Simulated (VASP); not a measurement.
The system is CsCl.

```
CELL_PARAMETERS angstrom
4.18078 0.00000 0.00000
0.00000 4.18078 0.00000
0.00000 0.00000 4.18078
ATOMIC_POSITIONS crystal
Cs 0.00000 0.00000 0.00000
Cl 0.50000 0.50000 0.50000
```

Base run:

- Program: VASP 6.6.1
- Functional: PBE
- Potentials or basis: VASP PAW PBE potentials, release 64 (Cs_sv, Cl)
- Cutoff: 500 eV
- k mesh: 6 × 6 × 6, shifted
- Occupations: gaussian, width 0.02 eV
- Spin: no spin polarisation

Its results: band gap on the k mesh 5.58 eV; pressure 0.3 GPa.

**Question.** The run is repeated on the same cell with these changes: k mesh from 6 × 6 × 6, shifted to 6 × 6 × 6, through Γ. What comes out?

**Answer.** Band gap on the k mesh 5.07 eV; pressure 0.3 GPa.

Caveats: spin-orbit coupling is left out, which moves the levels of the heavy elements; a shifted mesh leaves out Γ, where band edges can lie (at least some runs).

A k mesh can miss the band edges.
